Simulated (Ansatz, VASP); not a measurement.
Cu: VASP beside Ansatz

```
CELL_PARAMETERS angstrom
-1.45934 1.45934 1.48356
1.45934 -1.45934 1.48356
1.45934 1.45934 -1.48356
ATOMIC_POSITIONS crystal
Cu 0.00000 0.00000 0.00000
```

Alike in both runs: task single point; functional PBE; k mesh 24 × 24 × 24; occupations gaussian, width 0.15 eV; no spin polarisation.

|  | VASP | Ansatz |
| --- | --- | --- |
| version | VASP 6.6.1 | Ansatz 0.2.0 |
| potentials or method | VASP PAW PBE potentials, release 64 (Cu), cutoff 520 eV | scalar-relativistic, plane waves, PAW |
| valence electrons in the cell | 11 | 19 |

|  | VASP | Ansatz | Ansatz less VASP |
| --- | --- | --- | --- |
| gap on the k mesh at the Fermi level (eV) | none | none | - |
| pressure (GPa) | -5.8 | -6.4 | -0.57 |
| traceless stress, the component that is largest in VASP (GPa) | 0.16 | 0.16 | +0.003 |

A gap of «none» marks a metal or a gap that the smearing closes. VASP's potentials hold 11 valence electrons a cell and Ansatz's 19, so a difference there can come from the potentials and not from the codes.
